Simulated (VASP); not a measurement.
# KHgF3 (Cmmm) in VASP: single point with LDA

Aim: the single point of KHgF3 with LDA.

Everything below comes from runs of VASP 6.6.1. Logs are shortened: lines on timing, memory, paths and dates and some standing lists are left out, and cuts for length are marked.

## (1) The cell of the first run

It takes space group Cmmm (No. 65, orthorhombic). Conventional cell: a = 6.404 Å, b = 6.416 Å, c = 4.524 Å, α = 90.00°, β = 90.00°, γ = 90.00°. Within 4.2 Å of K (site symmetry mmm) lie 12 F at 3.20 to 3.21 Å and 8 Hg at 3.92 to 3.93 Å. Hg (site symmetry mmm) has 6 F at 2.26 to 2.27 Å within 3.0 Å. Within 3.0 Å of F (site symmetry 2/m) lie 2 Hg at 2.27 Å. Within 3.0 Å of F (site symmetry mmm) lie 2 Hg at 2.26 Å.

## (2) Single point, LDA

INCAR reads:

```
SYSTEM = KHgF3
PREC = Accurate ; ENCUT = 520
EDIFF = 1E-6 ; ISMEAR = 0
SIGMA = 0.03 ; LREAL = .FALSE.
LASPH = .TRUE. ; NELM = 100
ALGO = Fast ; ISIF = 2
LWAVE = .FALSE. ; LCHARG = .FALSE.
NBANDS = 29
```

KPOINTS reads:

```
Automatic mesh
0
G
  8 8 8
  0 0 0
```

POSCAR reads:

```
KHgF3
1.0
    3.2019669250     -3.2080963350      0.0000000000
    3.2019669250      3.2080963350      0.0000000000
    0.0000000000      0.0000000000      4.5243897350
K Hg F
1 1 3
Direct
    0.0000000000      0.0000000000      0.5000000000
    0.5000000000      0.5000000000      0.0000000000
    0.0000000000      0.5000000000      0.0000000000
    0.5000000000      0.0000000000      0.0000000000
    0.5000000000      0.5000000000      0.5000000000
```

Potentials or basis: VASP PAW LDA potentials, release 64 (K_sv, Hg, F).

On the command line:

```sh
$ cat potpaw_LDA.64/K_sv/POTCAR potpaw_LDA.64/Hg/POTCAR potpaw_LDA.64/F/POTCAR > POTCAR
$ mpirun -np 1 vasp_std > vasp.out
```

OUTCAR:

```text
SYSTEM = KHgF3
   PREC = Accurate
   ENCUT = 520
   EDIFF = 1E-6
   ISMEAR = 0
   LREAL = .FALSE.
   LASPH = .TRUE.
   NELM = 100
   ISIF = 2

 ion  position               nearest neighbor table
   1  0.000  0.000  0.500-
   2  0.500  0.500  0.000-   5 2.26   5 2.26   3 2.27   4 2.27   4 2.27   3 2.27
   3  0.000  0.500  0.000-   2 2.27   2 2.27
   4  0.500  0.000  0.000-   2 2.27   2 2.27
   5  0.500  0.500  0.500-   2 2.26   2 2.26

  LATTYP: Found a base centered orthorhombic cell.
 ALAT       =     6.4039338500
 B/A-ratio  =     1.0019142640
 C/A-ratio  =     0.7065016349

  Lattice vectors:

 A1 = (   3.2019669250,  -3.2080963350,   0.0000000000)
 A2 = (   3.2019669250,   3.2080963350,   0.0000000000)
 A3 = (   0.0000000000,   0.0000000000,   4.5243897350)

Analysis of symmetry for initial positions (statically):
=====================================================================
 Subroutine PRICEL returns:
 Original cell was already a primitive cell.

 Routine SETGRP: Setting up the symmetry group for a
 base centered orthorhombic supercell.

 Subroutine GETGRP returns: Found  8 space group operations
 (whereof  8 operations were pure point group operations)
 out of a pool of  8 trial point group operations.

The static configuration has the point symmetry D_2h.

Analysis of symmetry for dynamics (positions and initial velocities):
=====================================================================
 Subroutine PRICEL returns:
 Original cell was already a primitive cell.

 Routine SETGRP: Setting up the symmetry group for a
 base centered orthorhombic supercell.

 Subroutine GETGRP returns: Found  8 space group operations
 (whereof  8 operations were pure point group operations)
 out of a pool of  8 trial point group operations.

The dynamic configuration has the point symmetry D_2h.

 Subroutine INISYM returns: Found  8 space group operations
 (whereof  8 operations are pure point group operations),
 and found     1 'primitive' translations

----------------------------------------------------------------------------------------

                                     Primitive cell

  volume of cell :      92.9510

  direct lattice vectors                    reciprocal lattice vectors
     3.201966925 -3.208096335  0.000000000     0.156154018 -0.155855669  0.000000000
     3.201966925  3.208096335  0.000000000     0.156154018  0.155855669  0.000000000
     0.000000000  0.000000000  4.524389735     0.000000000  0.000000000  0.221024284

  length of vectors
     4.532601271  4.532601271  4.524389735     0.220624266  0.220624266  0.221024284

  position of ions in fractional coordinates (direct lattice)
     0.000000000  0.000000000  0.500000000
     0.500000000  0.500000000  0.000000000
     0.000000000  0.500000000  0.000000000
     0.500000000  0.000000000  0.000000000
     0.500000000  0.500000000  0.500000000

  ion indices of the primitive-cell ions
   primitive index   ion index
                 1           1
                 2           2
                 3           3
                 4           4
                 5           5

----------------------------------------------------------------------------------------

 KPOINTS: Automatic mesh

Automatic generation of k-mesh.
 Grid dimensions read from file:
 generate k-points for:    8    8    8

 Generating k-lattice:

  Cartesian coordinates                     Fractional coordinates (reciprocal lattice)
     0.019519252 -0.019481959  0.000000000     0.125000000  0.000000000  0.000000000
     0.019519252  0.019481959  0.000000000     0.000000000  0.125000000  0.000000000
     0.000000000  0.000000000  0.027628035     0.000000000  0.000000000  0.125000000

  Length of vectors
     0.027578033  0.027578033  0.027628035

  Shift w.r.t. Gamma in fractional coordinates (k-lattice)
     0.000000000  0.000000000  0.000000000

 Subroutine IBZKPT returns following result:
 ===========================================

 Found    105 irreducible k-points:

 Following reciprocal coordinates:
            Coordinates               Weight
  0.000000  0.000000  0.000000      1.000000
  0.125000  0.000000  0.000000      4.000000
  0.250000  0.000000  0.000000      4.000000
  0.375000  0.000000  0.000000      4.000000
  0.500000  0.000000  0.000000      2.000000
  0.125000  0.125000  0.000000      2.000000
[... 16 lines left out ...]
  0.125000  0.000000  0.125000      8.000000
  0.250000  0.000000  0.125000      8.000000
 [... further k-points ...]
   k-points           NKPTS =    105   k-points in BZ     NKDIM =    105   number of bands    NBANDS=     29
   number of dos      NEDOS =    301   number of ions     NIONS =      5
   total plane-waves  NPLWV =  46656
   dimension x,y,z NGX =    36 NGY =   36 NGZ =   36
   dimension x,y,z NGXF=    72 NGYF=   72 NGZF=   72
   ions per type =               1   1   3
   NGX,Y,Z   is equivalent  to a cutoff of  13.20, 13.20, 13.23 a.u.
   NGXF,Y,Z  is equivalent  to a cutoff of  26.41, 26.41, 26.46 a.u.
 SYSTEM =  KHgF3
   PREC   = accura    normal or accurate (medium, high low for compatibility)
   ISTART =      0    job   : 0-new  1-cont  2-samecut
   ICHARG =      2    charge: 1-file 2-atom 10-const
   ISPIN  =      1    spin polarized calculation?
   LNONCOLLINEAR =      F non collinear calculations
   LSORBIT =      F    spin-orbit coupling
   LASPH  =      T    aspherical Exc in radial PAW
   ENCUT  =  520.0 eV  38.22 Ry    6.18 a.u.   8.43  8.43  8.41*2*pi/ulx,y,z
   NELM   =    100;   NELMIN=  2; NELMDL= -5     # of ELM steps
   EDIFF  = 0.1E-05   stopping-criterion for ELM
   LREAL  =      F    real-space projection
   EDIFFG = 0.1E-04   stopping-criterion for IOM
   NSW    =      0    number of steps for IOM
   IBRION =     -1    ionic relax: 0-MD 1-quasi-New 2-CG
   NFREE  =      0    steps in history (QN), initial steepest desc. (CG)
   ISIF   =      2    stress and relaxation
   ISYM   =      2    0-nonsym 1-usesym 2-fastsym
   POTIM  = 0.5000    time-step for ionic-motion
   TEBEG  =    0.0;   TEEND  =   0.0 temperature during run
   PSTRESS=    0.0 pullay stress
   NELECT =      42.0000    total number of electrons
   NUPDOWN=      -1.0000    fix difference up-down
   EMIN   =  10.00;   EMAX   =-10.00  energy-range for DOS
   EFERMI =   0.00;   METHOD = LEGACY
   ISMEAR =     0;   SIGMA  =   0.03  broadening in eV -4-tet -1-fermi 0-gaus
   EFERMI_NEDOS =   21; number of points for ismear=-14 and -15
   IALGO  =     68    algorithm
   IMIX   =      4    mixing-type and parameters
     AMIX     =   0.40;   BMIX     =  1.00
     AMIX_MAG =   1.60;   BMIX_MAG =  1.00
  volume/ion in A,a.u.               =      18.59       125.45
  Fermi-wavevector in a.u.,A,eV,Ry     =   1.256242  2.373952 21.471939  1.578143
  Thomas-Fermi vector in A             =   2.389959
   LORBIT       =      0    0 simple, 1 ext, 2 COOP (PROOUT), +10 PAW based schemes
   GGA     = CA    functional components
   LHFCALC =     F    Hartree Fock is set to
   AEXX    =    0.0000 exact exchange contribution
   IVDW    =     0    specifies the selected vdW correction
   LEPSILON=     F    determine dielectric tensor
   LRPA    =     F    only Hartree local field effects (RPA)
 non-spin polarized calculation
 RMM-DIIS sequential band-by-band and
 Gauss-broadening in eV      SIGMA  =   0.03
  energy-cutoff  :      520.00
  volume of cell :       92.95
 maximum number of plane-waves:      2520
 NGX is ok and might be reduce to    36
   NGX = 17   NGY = 17   NGZ = 17

 number of electron      42.0000041 magnetization

 Free energy of the ion-electron system (eV)
  ---------------------------------------------------
  ext. energy  EPLUGINS =         0.00000000
  ---------------------------------------------------
  free energy    TOTEN  =       -18.63697931 eV

  energy without entropy =      -18.63697931  energy(sigma->0) =      -18.63697931

 E-fermi :  -1.0799     XC(G=0):  -9.3120

 val. band max:       -1.2403063448   @ k =   0.5000   0.5000   0.5000
 cond. band min:      -0.9194951274   @ k =   0.0000   0.0000   0.0000
 fundamental gap:      0.3208112173
 Fermi energy:        -1.0799284367

 k-point     1 :       0.0000    0.0000    0.0000
  band No.  band energies     occupation
      1     -29.3880      2.00000
      2     -22.5199      2.00000
      3     -22.2581      2.00000
      4     -22.2451      2.00000
      5     -13.0782      2.00000
      6     -13.0778      2.00000
[... 21 lines left out ...]
     28       8.0925      0.00000
     29       8.9885      0.00000

 k-point     2 :       0.1250    0.0000    0.0000
  band No.  band energies     occupation
      1     -29.3875      2.00000
      2     -22.5083      2.00000
      3     -22.2572      2.00000
      4     -22.2447      2.00000
      5     -13.0808      2.00000
      6     -13.0766      2.00000
[... 21 lines left out ...]
     28       8.0313      0.00000
     29       9.0367      0.00000

 k-point     3 :       0.2500    0.0000    0.0000
  band No.  band energies     occupation
      1     -29.3863      2.00000
      2     -22.4802      2.00000
      3     -22.2554      2.00000
      4     -22.2440      2.00000
      5     -13.0875      2.00000
      6     -13.0733      2.00000
[... 21 lines left out ...]
     28       8.0552      0.00000
     29       9.1156      0.00000

 k-point     4 :       0.3750    0.0000    0.0000
  band No.  band energies     occupation
      1     -29.3851      2.00000
      2     -22.4530      2.00000
      3     -22.2530      2.00000
      4     -22.2423      2.00000
      5     -13.0942      2.00000
      6     -13.0699      2.00000
[... 597 lines left out ...]
     28       8.0241      0.00000
     29       9.0603      0.00000

 k-point    23 :       0.1250    0.0000    0.1250
  band No.  band energies     occupation
      1     -29.3870      2.00000
      2     -22.4951      2.00000
      3     -22.2578      2.00000
      4     -22.2443      2.00000
      5     -13.0824      2.00000
      6     -13.0767      2.00000
[... 21 lines left out ...]
     28       8.0236      0.00000
     29       8.8498      0.00000

 k-point    24 :       0.2500    0.0000    0.1250
  band No.  band energies     occupation
      1     -29.3858      2.00000
      2     -22.4664      2.00000
      3     -22.2561      2.00000
      4     -22.2436      2.00000
      5     -13.0891      2.00000
      6     -13.0757      2.00000
[... 21 lines left out ...]
     28       8.0448      0.00000
     29       8.8504      0.00000

 [... further k-points ...]

------------------------ aborting loop because EDIFF is reached ----------------------------------------

  FORCE on cell =-STRESS in cart. coord.  units (eV):
  Direction    XX          YY          ZZ          XY          YZ          ZX
  --------------------------------------------------------------------------------------
  -------------------------------------------------------------------------------------
  Total       -1.8856442     -1.8998915     -1.8294698      0.0000000      0.0000000      0.0000000
  in kB      -32.5024497    -32.7480274    -31.5341823      0.0000000      0.0000000      0.0000000
  external PRESSURE =     -32.2615532 kB  Pullay stress =       0.0000000 kB

 VOLUME and BASIS-vectors are now :
 -----------------------------------------------------------------------------
  energy-cutoff  :      520.00
  volume of cell :       92.95
      direct lattice vectors                 reciprocal lattice vectors
     3.201966925 -3.208096335  0.000000000     0.156154018 -0.155855669  0.000000000
     3.201966925  3.208096335  0.000000000     0.156154018  0.155855669  0.000000000
     0.000000000  0.000000000  4.524389735     0.000000000  0.000000000  0.221024284

 POSITION                                       TOTAL-FORCE (eV/Angst)
 -----------------------------------------------------------------------------------
      0.00000      0.00000      2.26219         0.000000     -0.000000      0.000000
      3.20197      0.00000      0.00000         0.000000      0.000000      0.000000
      1.60098      1.60405      0.00000         0.000000      0.000000      0.000000
      1.60098     -1.60405      0.00000         0.000000      0.000000      0.000000
      3.20197      0.00000      2.26219        -0.000000     -0.000000      0.000000
 -----------------------------------------------------------------------------------
    total drift:                                0.000000      0.000000     -0.000000

  FREE ENERGIE OF THE ION-ELECTRON SYSTEM (eV)
  ---------------------------------------------------
  free  energy   TOTEN  =       -18.6369793078 eV

  energy  without entropy=      -18.6369793078  energy(sigma->0) =      -18.63697931
```

Wall time 6 min (1 thread of Intel Xeon Platinum 8259CL at 2.50GHz (Skylake/Cascade Lake), shared host); peak memory 0.37 GiB.

Results:

| Quantity | Value |
| --- | --- |
| Free energy | -18.6370 eV |
| Pressure | -3.2 GPa |
| Band gap on the k mesh | 0.32 eV (least direct gap 2.89 eV) |

Stress tensor (GPa, compression positive):
```
-3.25  0.00  0.00
 0.00 -3.27  0.00
 0.00  0.00 -3.15
```

Caveat: the cell stands under tension; spin-orbit coupling is left out, which moves the levels of the heavy elements.
